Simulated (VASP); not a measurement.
**SiC: single point with LDA**

The system is SiC.

```xyz
2
Lattice="0.0000 2.1500 2.1500 2.1500 0.0000 2.1500 2.1500 2.1500 0.0000" Properties=species:S:1:pos:R:3 pbc="T T T"
Si    0.0000    0.0000    0.0000
C     3.2249    3.2249    3.2249
```

This cell differs from its parent crystal: volume scaled by 0.98.

```yaml
Program: VASP 6.6.1
Task: single point
Functional: LDA
Potentials_or_basis: VASP PAW LDA potentials, release 64 (Si, C)
Cutoff: 520 eV
k_mesh: 12 × 12 × 12
Occupations: gaussian, width 0.01 eV
Spin: no spin polarisation
Dipole_correction: no
Further_INCAR_settings: ALGO = Normal; EDIFF = 1e-06; NBANDS = 11
```

| Property | Result |
| --- | --- |
| Pressure | 5.2 GPa |
| Band gap on the k mesh | 1.27 eV, indirect (least direct gap 4.54 eV) |

Levels at points of the mesh, in eV from the valence-band top:
```
           k point  band 2  band 3  band 4  band 5  band 6  band 7
(0.00, 0.00, 0.00)    0.00    0.00    0.00    6.77    7.47    7.47
(0.50, 0.00, 0.00)   -8.78   -1.06   -1.06    5.76    7.29    7.29
(0.50, 0.50, 0.00)   -7.94   -3.27   -3.27    1.27    4.33   14.30
```

Wall time 7.8 s on 1 thread of Intel(R) Xeon(R) Platinum 8259CL CPU @ 2.50GHz (Skylake/Cascade Lake), on a shared host, peak memory 0.13 GiB.

 A k mesh can miss the band edges.
